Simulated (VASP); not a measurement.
Te3W: vibrations by perturbation theory with PBE

Te3W:

```
Te W
1.0
     5.36939    0.00000    0.00000
     0.00000    5.36939    0.00000
     0.00000    0.00000    5.36939
Te W
3 1
Direct
  0.00000 0.00000 0.50000
  0.00000 0.50000 0.00000
  0.50000 0.00000 0.00000
  0.00000 0.00000 0.00000
```

| Item | Value |
| --- | --- |
| Program | VASP 6.6.1 |
| Task | vibrations by perturbation theory |
| Functional | PBE |
| Potentials or basis | VASP PAW PBE potentials, release 64 (Te, W_sv) |
| Cutoff | 520 eV |
| k mesh | 8 × 8 × 8 |
| Occupations | fermi-dirac, width 0.15 eV |
| Spin | no spin polarisation |
| Dipole correction | no |
| Further INCAR settings | ALGO = Normal; EDIFF = 1e-08; NBANDS = 24; IBRION = 8; NSW = 1 |

- Highest phonon frequency at Γ, LO-TO splitting left out: 170 cm⁻¹
- Most unstable mode: 78i cm⁻¹

Phonon frequencies in cm⁻¹ (negative: imaginary):
```
              q point                                frequencies
(0.000, 0.000, 0.000)  -78 -78 -78 -34 -34 -34 0 0 0 170 170 170
```

Wall time 36 min on 1 thread of Intel Xeon 8259CL (shared host), peak memory 0.97 GiB.

Caveat: some modes are imaginary.
